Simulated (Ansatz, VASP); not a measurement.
# Be: VASP beside Ansatz

File INCAR:

```
SYSTEM = Be
ALGO = Normal
EDIFF = 1E-6
ENCUT = 520
GGA = PE
ISIF = 2
ISMEAR = -1
LASPH = .TRUE.
LCHARG = .FALSE.
LREAL = .FALSE.
LWAVE = .FALSE.
NBANDS = 9
NELM = 100
PREC = Accurate
SIGMA = 0.1
```

The input KPOINTS:

```
k-points
0
G
  26 26 15
  0 0 0
```

POSCAR

```
Be
1.0
    2.3528995390      0.0000000000      0.0000000000
   -1.1764497695      2.0376707733      0.0000000000
    0.0000000000      0.0000000000      3.6957095749
Be
2
Direct
    0.3333333333      0.6666666667      0.2500000000
    0.6666666667      0.3333333333      0.7500000000
```

Input for Ansatz:

```yaml
crystal:
  lattice:
    - [2.352899539, 0.0, 0.0]
    - [-1.1764497695, 2.0376707733, 0.0]
    - [0.0, 0.0, 3.6957095749]
  atoms:
    - { symbol: Be, position: [0.3333333333, 0.6666666667, 0.25] }
    - { symbol: Be, position: [0.6666666667, 0.3333333333, 0.75] }
hamiltonian:
  xc: pbe
  pseudopotentials:
    kind: paw
    azcp:
      Be: "pseudopotentials/Be.paw.azcp"
basis:
  ecutwfc: 420
  fft_grid_basis: typed
kpoints:
  mp_grid: { grid: [26, 26, 15], shift: [0, 0, 0] }
magnetization:
  spin_polarized: false
scf:
  occupations: { method: fermi_dirac, width: 0.1 }
output:
  stress: true
```

Alike in both runs: task single point; functional PBE; k mesh 26 × 26 × 15; occupations fermi-dirac, width 0.1 eV; no spin polarisation.

|  | VASP | Ansatz |
| --- | --- | --- |
| version | VASP 6.6.1 | Ansatz 0.2.0 |
| potentials or method | VASP PAW PBE potentials, release 64 (Be), cutoff 520 eV | plane waves (420 eV) with PAW, scalar-relativistic |
| valence electrons in the cell | 4 | 4 |

```tsv
	VASP	Ansatz	Ansatz less VASP
pressure (GPa)	-11.5	-11.6	-0.09
traceless stress, the component that is largest in VASP (GPa)	-0.43	-0.45	-0.019
```
